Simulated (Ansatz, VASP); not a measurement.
**Two plane-wave programs on Tl**

File INCAR:

```
ALGO     = Normal         # electronic algorithm
EDIFF    = 1E-7           # SCF threshold, eV
EDIFFG   = -0.01          # ionic threshold
ENCUT    = 600            # plane-wave cutoff, eV
GGA      = CA             # functional
IBRION   = 2              # ionic algorithm
ISIF     = 3              # what is computed and relaxed
ISMEAR   = -1             # smearing method
LASPH    = True           # aspherical terms in the spheres
LCHARG   = False          # write CHGCAR
LREAL    = False          # projectors in reciprocal space
LWAVE    = False          # write WAVECAR
NELM     = 60             # most SCF steps
NSW      = 80             # ionic steps
PREC     = Accurate       # precision mode
SIGMA    = 0.1            # smearing width, eV
```

The input KPOINTS:

```
k-points
0
Gamma
  4 4 4
```

POSCAR

```
Tl
1.0
    6.0758676049      0.0000000000      0.0000000000
    0.0000000000      6.0758676049      0.0000000000
    0.0000000000      0.0000000000      6.0758676049
Tl
8
Direct
    0.0000000000      0.0000000000      0.0000000000
    0.5000000000      0.5000000000      0.5000000000
    0.2500000000      0.0000000000      0.5000000000
    0.7500000000      0.0000000000      0.5000000000
    0.5000000000      0.2500000000      0.0000000000
    0.5000000000      0.7500000000      0.0000000000
    0.0000000000      0.5000000000      0.2500000000
    0.0000000000      0.5000000000      0.7500000000
```

Input for Ansatz:

```yaml
crystal:
  lattice:
    - [6.0758676049, 0.0, 0.0]
    - [0.0, 6.0758676049, 0.0]
    - [0.0, 0.0, 6.0758676049]
  atoms:
    - { symbol: Tl, position: [0.0, 0.0, 0.0] }
    - { symbol: Tl, position: [0.5, 0.5, 0.5] }
    - { symbol: Tl, position: [0.25, 0.0, 0.5] }
    - { symbol: Tl, position: [0.75, 0.0, 0.5] }
    - { symbol: Tl, position: [0.5, 0.25, 0.0] }
    - { symbol: Tl, position: [0.5, 0.75, 0.0] }
    - { symbol: Tl, position: [0.0, 0.5, 0.25] }
    - { symbol: Tl, position: [0.0, 0.5, 0.75] }
hamiltonian:
  xc: lda
  pseudopotentials:
    kind: paw
    azcp:
      Tl: "pseudopotentials/Tl.paw.azcp"
basis:
  ecutwfc: 420
  fft_grid_basis: typed
kpoints:
  mp_grid: { grid: [4, 4, 4], shift: [0, 0, 0] }
magnetization:
  spin_polarized: false
scf:
  occupations: { method: fermi_dirac, width: 0.1 }
relax:
  max_steps: 60
  f_tol: 0.01
  cell: {}
```

Alike in both runs: task relaxation of cell and atoms; functional LDA; k mesh 4 × 4 × 4; occupations fermi-dirac, width 0.1 eV; no spin polarisation.

|  | VASP | Ansatz |
| --- | --- | --- |
| version | VASP 6.6.1 | Ansatz 0.2.0 |
| potentials or method | VASP PAW LDA potentials, release 64 (Tl_d), cutoff 600 eV | plane waves (420 eV) with PAW, scalar-relativistic |
| valence electrons in the cell | 104 | 104 |

Ansatz gave:

| Item | Value |
| --- | --- |
| relaxed volume (Å³/atom) | 27.62 |
| relaxed length of the cell vector where the two differ most in proportion (Å) | 6.045 |

Task: What did VASP give for the same quantities?

Result: Relaxed volume (Å³/atom): 27.69; relaxed length of the cell vector where the two differ most in proportion (Å): 6.050.

Ansatz warns that its potentials were made for another functional, while VASP's fit it. LDA's correlation is that of Perdew and Zunger in VASP and of Perdew and Wang (1992) in Ansatz.

Neither program's run includes spin-orbit coupling.
